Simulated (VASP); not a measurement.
# Ga (P6_3/mmc) in VASP: notebook

Ga is run at these levels: PBE; tasks: electric field gradients.

Everything below comes from runs of VASP 6.6.1. Logs are shortened: lines on timing, memory, paths and dates and some standing lists are left out, and cuts for length are marked.

## 1. The cell of the first run

The structure is hexagonal, space group P6_3/mmc (No. 194). The conventional cell has a = 3.070 Å, b = 3.070 Å, c = 4.962 Å, α = 90.00°, β = 90.00°, γ = 120.00°. Within 4.0 Å of Ga (site symmetry -6m2) lie 12 Ga at 3.05 to 3.07 Å.

This isn't the form of Ga at room conditions, which is orthorhombic.

## 2. Electric field gradients, PBE (20.25 Å³/atom)

Contents of INCAR:

```
PREC = Accurate
ENCUT = 520
EDIFF = 1E-8
ISMEAR = -1
SIGMA = 0.05
LREAL = False
LASPH = True
NELM = 60
ALGO = Normal
ISIF = 2
LWAVE = False
LCHARG = False
GGA = PE
LEFG = True
NBANDS = 20
```

Contents of KPOINTS:

```
regular mesh
0
Gamma
  18 18 10
```

Contents of POSCAR:

```
Ga
1.0
    3.0700869605      0.0000000000      0.0000000000
   -1.5350434803      2.6587732996      0.0000000000
    0.0000000000      0.0000000000      4.9615354456
Ga
2
Direct
    0.3333333333      0.6666666667      0.2500000000
    0.6666666667      0.3333333333      0.7500000000
```

Potentials or basis: VASP PAW PBE potentials, release 64 (Ga_d).

The run is started by

```bash
$ cat potpaw_PBE.64/Ga_d/POTCAR > POTCAR
$ mpirun -np 1 vasp_std > vasp.out
```

OUTCAR:

```text
PREC = Accurate
   ENCUT = 520
   EDIFF = 1E-8
   ISMEAR = -1
   LREAL = False
   LASPH = True
   NELM = 60
   ISIF = 2
   GGA = PE

 ion  position               nearest neighbor table
   1  0.333  0.667  0.250-
   2  0.667  0.333  0.750-

  LATTYP: Found a hexagonal cell.
 ALAT       =     3.0700869605
 C/A-ratio  =     1.6160895471

  Lattice vectors:

 A1 = (   3.0700869605,   0.0000000000,   0.0000000000)
 A2 = (  -1.5350434803,   2.6587732996,   0.0000000000)
 A3 = (   0.0000000000,   0.0000000000,   4.9615354456)

Analysis of symmetry for initial positions (statically):
=====================================================================
 Subroutine PRICEL returns:
 Original cell was already a primitive cell.

 Routine SETGRP: Setting up the symmetry group for a
 hexagonal supercell.

 Subroutine GETGRP returns: Found 24 space group operations
 (whereof 12 operations were pure point group operations)
 out of a pool of 24 trial point group operations.

The static configuration has the point symmetry D_3d.
 The point group associated with its full space group is D_6h.

Analysis of symmetry for dynamics (positions and initial velocities):
=====================================================================
 Subroutine PRICEL returns:
 Original cell was already a primitive cell.

 Routine SETGRP: Setting up the symmetry group for a
 hexagonal supercell.

 Subroutine GETGRP returns: Found 24 space group operations
 (whereof 12 operations were pure point group operations)
 out of a pool of 24 trial point group operations.

The dynamic configuration has the point symmetry D_3d.
 The point group associated with its full space group is D_6h.

 Subroutine INISYM returns: Found 24 space group operations
 (whereof 12 operations are pure point group operations),
 and found     1 'primitive' translations

----------------------------------------------------------------------------------------

                                     Primitive cell

  volume of cell :      40.4994

  direct lattice vectors                    reciprocal lattice vectors
     3.070086960  0.000000000  0.000000000     0.325723673  0.188056650  0.000000000
    -1.535043480  2.658773300  0.000000000     0.000000000  0.376113300  0.000000000
     0.000000000  0.000000000  4.961535446     0.000000000  0.000000000  0.201550510

  length of vectors
     3.070086960  3.070086961  4.961535446     0.376113300  0.376113300  0.201550510

  position of ions in fractional coordinates (direct lattice)
     0.333333333  0.666666667  0.250000000
     0.666666667  0.333333333  0.750000000

  ion indices of the primitive-cell ions
   primitive index   ion index
                 1           1
                 2           2

----------------------------------------------------------------------------------------

 KPOINTS: regular mesh

Automatic generation of k-mesh.
 Grid dimensions read from file:
 generate k-points for:   18   18   10

 Generating k-lattice:

  Cartesian coordinates                     Fractional coordinates (reciprocal lattice)
     0.018095760  0.010447592  0.000000000     0.055555556  0.000000000  0.000000000
     0.000000000  0.020895183  0.000000000     0.000000000  0.055555556  0.000000000
     0.000000000  0.000000000  0.020155051     0.000000000  0.000000000  0.100000000

  Length of vectors
     0.020895183  0.020895183  0.020155051

  Shift w.r.t. Gamma in fractional coordinates (k-lattice)
     0.000000000  0.000000000  0.000000000

 Subroutine IBZKPT returns following result:
 ===========================================

 Found    222 irreducible k-points:

 Following reciprocal coordinates:
            Coordinates               Weight
  0.000000  0.000000  0.000000      1.000000
  0.055556  0.000000  0.000000      6.000000
  0.111111  0.000000  0.000000      6.000000
  0.166667  0.000000  0.000000      6.000000
  0.222222  0.000000  0.000000      6.000000
  0.277778  0.000000  0.000000      6.000000
[... 16 lines left out ...]
  0.333333  0.111111  0.000000     12.000000
  0.388889  0.111111  0.000000     12.000000
 [... further k-points ...]
   k-points           NKPTS =    222   k-points in BZ     NKDIM =    222   number of bands    NBANDS=     20
   number of dos      NEDOS =    301   number of ions     NIONS =      2
   total plane-waves  NPLWV =  23040
   dimension x,y,z NGX =    24 NGY =   24 NGZ =   40
   dimension x,y,z NGXF=    48 NGYF=   48 NGZF=   80
   ions per type =               2
   NGX,Y,Z   is equivalent  to a cutoff of  13.00, 13.00, 13.40 a.u.
   NGXF,Y,Z  is equivalent  to a cutoff of  25.99, 25.99, 26.81 a.u.
 SYSTEM =  unknown system
   PREC   = accura    normal or accurate (medium, high low for compatibility)
   ISTART =      0    job   : 0-new  1-cont  2-samecut
   ICHARG =      2    charge: 1-file 2-atom 10-const
   ISPIN  =      1    spin polarized calculation?
   LNONCOLLINEAR =      F non collinear calculations
   LSORBIT =      F    spin-orbit coupling
   LASPH  =      T    aspherical Exc in radial PAW
   ENCUT  =  520.0 eV  38.22 Ry    6.18 a.u.   5.71  5.71  9.23*2*pi/ulx,y,z
   NELM   =     60;   NELMIN=  2; NELMDL= -5     # of ELM steps
   EDIFF  = 0.1E-07   stopping-criterion for ELM
   LREAL  =      F    real-space projection
   EDIFFG = 0.1E-06   stopping-criterion for IOM
   NSW    =      0    number of steps for IOM
   IBRION =     -1    ionic relax: 0-MD 1-quasi-New 2-CG
   NFREE  =      0    steps in history (QN), initial steepest desc. (CG)
   ISIF   =      2    stress and relaxation
   ISYM   =      2    0-nonsym 1-usesym 2-fastsym
   POTIM  = 0.5000    time-step for ionic-motion
   TEBEG  =    0.0;   TEEND  =   0.0 temperature during run
   PSTRESS=    0.0 pullay stress
   NELECT =      26.0000    total number of electrons
   NUPDOWN=      -1.0000    fix difference up-down
   EMIN   =  10.00;   EMAX   =-10.00  energy-range for DOS
   EFERMI =   0.00;   METHOD = LEGACY
   ISMEAR =    -1;   SIGMA  =   0.05  broadening in eV -4-tet -1-fermi 0-gaus
   EFERMI_NEDOS =   21; number of points for ismear=-14 and -15
   IALGO  =     38    algorithm
   IMIX   =      4    mixing-type and parameters
     AMIX     =   0.40;   BMIX     =  1.00
     AMIX_MAG =   1.60;   BMIX_MAG =  1.00
  volume/ion in A,a.u.               =      20.25       136.65
  Fermi-wavevector in a.u.,A,eV,Ry     =   1.412266  2.668796 27.136766  1.994496
  Thomas-Fermi vector in A             =   2.534033
   LORBIT       =      0    0 simple, 1 ext, 2 COOP (PROOUT), +10 PAW based schemes
   GGA     = PE    functional components
   LHFCALC =     F    Hartree Fock is set to
   AEXX    =    0.0000 exact exchange contribution
   IVDW    =     0    specifies the selected vdW correction
   LEPSILON=     F    determine dielectric tensor
   LRPA    =     F    only Hartree local field effects (RPA)
 non-spin polarized calculation
  energy-cutoff  :      520.00
  volume of cell :       40.50
 maximum number of plane-waves:      1104
 NGX is ok and might be reduce to    24
   NGX = 11   NGY = 11   NGZ = 19

 number of electron      25.9999983 magnetization

 Free energy of the ion-electron system (eV)
  ---------------------------------------------------
  ext. energy  EPLUGINS =         0.00000000
  ---------------------------------------------------
  free energy    TOTEN  =        -5.74203252 eV

  energy without entropy =       -5.73428587  energy(sigma->0) =       -5.73815919

 E-fermi :   4.9582     XC(G=0): -10.6722

 val. band max:        4.9558036128   @ k =   0.3333   0.2222   0.1000
 cond. band min:       4.9695065499   @ k =   0.3889   0.0556   0.3000
 fundamental gap:      0.0137029371
 Fermi energy:         4.9581578919

 k-point     1 :       0.0000    0.0000    0.0000
  band No.  band energies     occupation
      1      -9.9719      2.00000
      2      -9.9130      2.00000
      3      -9.9028      2.00000
      4      -9.9028      2.00000
      5      -9.8842      2.00000
      6      -9.8842      2.00000
[... 12 lines left out ...]
     19      17.9853      0.00000
     20      18.5750      0.00000

 k-point     2 :       0.0556    0.0000    0.0000
  band No.  band energies     occupation
      1      -9.9688      2.00000
      2      -9.9177      2.00000
      3      -9.8977      2.00000
      4      -9.8968      2.00000
      5      -9.8841      2.00000
      6      -9.8795      2.00000
[... 12 lines left out ...]
     19      18.3486      0.00000
     20      18.6860      0.00000

 k-point     3 :       0.1111    0.0000    0.0000
  band No.  band energies     occupation
      1      -9.9634      2.00000
      2      -9.9233      2.00000
      3      -9.8890      2.00000
      4      -9.8832      2.00000
      5      -9.8797      2.00000
      6      -9.8660      2.00000
[... 12 lines left out ...]
     19      17.3000      0.00000
     20      19.5555      0.00000

 k-point     4 :       0.1667    0.0000    0.0000
  band No.  band energies     occupation
      1      -9.9669      2.00000
      2      -9.9197      2.00000
      3      -9.8897      2.00000
      4      -9.8799      2.00000
      5      -9.8719      2.00000
      6      -9.8615      2.00000
[... 12 lines left out ...]
     19      16.1282      0.00000
     20      19.0156      0.00000

 k-point     5 :       0.2222    0.0000    0.0000
  band No.  band energies     occupation
      1      -9.9807      2.00000
      2      -9.9136      2.00000
      3      -9.8990      2.00000
      4      -9.8859      2.00000
      5      -9.8823      2.00000
      6      -9.8376      2.00000
[... 12 lines left out ...]
     19      15.6930      0.00000
     20      18.4889      0.00000
[... 353 lines left out ...]
      6      -9.8259      2.00000
[... 12 lines left out ...]
     19      16.0827      0.00000
     20      16.3195      0.00000

 k-point    22 :       0.2778    0.1111    0.0000
  band No.  band energies     occupation
      1      -9.9933      2.00000
      2      -9.9493      2.00000
      3      -9.9199      2.00000
      4      -9.9031      2.00000
      5      -9.8594      2.00000
      6      -9.8236      2.00000
[... 12 lines left out ...]
     19      15.5267      0.00000
     20      15.8922      0.00000

 k-point    23 :       0.3333    0.1111    0.0000
  band No.  band energies     occupation
      1     -10.0060      2.00000
      2      -9.9676      2.00000
      3      -9.9207      2.00000
      4      -9.9074      2.00000
      5      -9.8460      2.00000
      6      -9.8342      2.00000
[... 12 lines left out ...]
     19      15.1575      0.00000
     20      15.5864      0.00000

 k-point    24 :       0.3889    0.1111    0.0000
  band No.  band energies     occupation
      1     -10.0142      2.00000
      2      -9.9797      2.00000
      3      -9.9227      2.00000
      4      -9.9099      2.00000
      5      -9.8412      2.00000
      6      -9.8354      2.00000
[... 12 lines left out ...]
     19      14.9437      0.00000
     20      15.4030      0.00000

 [... further k-points ...]
[... 5 lines left out ...]
  --------------------------------------------------------------------------------------
  -------------------------------------------------------------------------------------
  Total       -0.5775977     -0.5775977     -0.5812031      0.0000000      0.0000000      0.0000000
  in kB      -22.8500914    -22.8500914    -22.9927222      0.0000000      0.0000000      0.0000000
  external PRESSURE =     -22.8976350 kB  Pullay stress =       0.0000000 kB

 VOLUME and BASIS-vectors are now :
 -----------------------------------------------------------------------------
  energy-cutoff  :      520.00
  volume of cell :       40.50
      direct lattice vectors                 reciprocal lattice vectors
     3.070086960  0.000000000  0.000000000     0.325723673  0.188056650  0.000000000
    -1.535043480  2.658773300  0.000000000     0.000000000  0.376113300  0.000000000
     0.000000000  0.000000000  4.961535446     0.000000000  0.000000000  0.201550510

 POSITION                                       TOTAL-FORCE (eV/Angst)
 -----------------------------------------------------------------------------------
     -0.00000      1.77252      1.24038        -0.000000      0.000000      0.000000
      1.53504      0.88626      3.72115         0.000000     -0.000000      0.000000
 -----------------------------------------------------------------------------------
    total drift:                               -0.000000      0.000000      0.000000

  FREE ENERGIE OF THE ION-ELECTRON SYSTEM (eV)
  ---------------------------------------------------
  free  energy   TOTEN  =        -5.7420325188 eV

  energy  without entropy=       -5.7342858656  energy(sigma->0) =       -5.73815919

 Electric field gradients (V/A^2)
---------------------------------------------------------------------
 ion       V_xx      V_yy      V_zz      V_xy      V_xz      V_yz
---------------------------------------------------------------------
   1       0.974     0.973    -1.947    -0.001     0.000    -0.000
   2       0.974     0.973    -1.947    -0.001    -0.000     0.000
---------------------------------------------------------------------

 Electric field gradients after diagonalization (V/A^2)
 (convention: |V_zz| > |V_xx| > |V_yy|)
----------------------------------------------------------------------
 ion       V_xx      V_yy      V_zz     asymmetry (V_yy - V_xx)/ V_zz
----------------------------------------------------------------------
   1       0.975     0.972    -1.947       0.002
   2       0.975     0.972    -1.947       0.002
----------------------------------------------------------------------

           NMR quadrupolar parameters

 Cq : quadrupolar parameter    Cq=e*Q*V_zz/h
 eta: asymmetry parameters     (V_yy - V_xx)/ V_zz
 Q  : nuclear electric quadrupole moment in mb (millibarn)
----------------------------------------------------------------------
 ion       Cq(MHz)       eta       Q (mb)
----------------------------------------------------------------------
   1      -0.005       0.002       1.000
   2      -0.005       0.002       1.000
----------------------------------------------------------------------
```

Wall time 2.2 min (1 thread of Intel Xeon Platinum 8375C at 2.90GHz (Ice Lake), shared host); peak memory 0.27 GiB.

Results:

| Property | Result |
| --- | --- |
| Free energy | -5.7420 eV |
| Pressure | -2.3 GPa |
| Band gap on the k mesh | zero (bands 13 and 14 overlap by 7.04 eV) |
| Largest electric field gradient by atom | Ga -1.9 V/Å² |

Electric field gradients, principal values (V/Å²):
| atom | least | middle | greatest (by size) |
| --- | --- | --- | --- |
| 1 Ga | 0.972 | 0.975 | -1.947 |
| 2 Ga | 0.972 | 0.975 | -1.947 |

Caveat: without QUAD_EFG the Cq values of the log hold for a quadrupole moment of 1 mb, not for the nuclei.

[end of part 1 of 2]
